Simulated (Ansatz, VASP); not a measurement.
GaF: VASP beside Ansatz

```xyz
2
Lattice="3.1231 0.0000 0.0000 0.0000 3.1231 0.0000 0.0000 0.0000 3.1231" Properties=species:S:1:pos:R:3 pbc="T T T"
Ga    0.0000    0.0000    0.0000
F     1.5616    1.5616    1.5616
```

Alike in both runs: task single point; functional PBE; k mesh 8 × 8 × 8; occupations fermi-dirac, width 0.05 eV; no spin polarisation.

```csv
,VASP,Ansatz
version,VASP 6.6.1,Ansatz 0.2.0
potentials or method,"VASP PAW PBE potentials, release 64 (Ga_d, F)",Ansatz PAW soft_1
plane-wave cutoff (eV),520,420
valence electrons in the cell,20,20
```

```tsv
	VASP	Ansatz	Ansatz less VASP
gap on the k mesh at the Fermi level (eV)	none	none	-
pressure (GPa)	1.8	2.0	+0.21
```

A gap of «none» marks a metal or a gap that the smearing closes.
